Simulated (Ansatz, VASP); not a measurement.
## One calculation of Cr2Ni, two programs

```xyz
6
Lattice="0.0000 3.2782 3.2782 3.2782 0.0000 3.2782 3.2782 3.2782 0.0000" Properties=species:S:1:pos:R:3 pbc="T T T"
Cr    4.0977    4.0977    4.0977
Cr    4.0977    2.4586    2.4586
Cr    2.4586    2.4586    4.0977
Cr    2.4586    4.0977    2.4586
Ni    0.0000    0.0000    0.0000
Ni    1.6391    1.6391    1.6391
```

Alike in both runs: functional PBE; k mesh 6 × 6 × 6; occupations gaussian, width 0.1 eV; no spin polarisation.

Ansatz relaxed the structure, and its values are those at the end. VASP's run is a single point on that final structure, the one shown.

```csv
,VASP,Ansatz
version,VASP 6.6.1,Ansatz 0.2.0
potentials or method,"VASP PAW PBE potentials, release 64 (Cr_pv, Ni), cutoff 520 eV","scalar-relativistic, plane waves, PAW"
valence electrons in the cell,68,92
```

|  | VASP | Ansatz | Ansatz less VASP |
| --- | --- | --- | --- |
| gap on the k mesh at the Fermi level (eV) | none | none | - |
| pressure (GPa) | 0.4 | 0.4 | -0.02 |

A gap of «none» marks a metal or a gap that the smearing closes. VASP's potentials hold 68 valence electrons a cell and Ansatz's 92, so a difference there can come from the potentials and not from the codes.
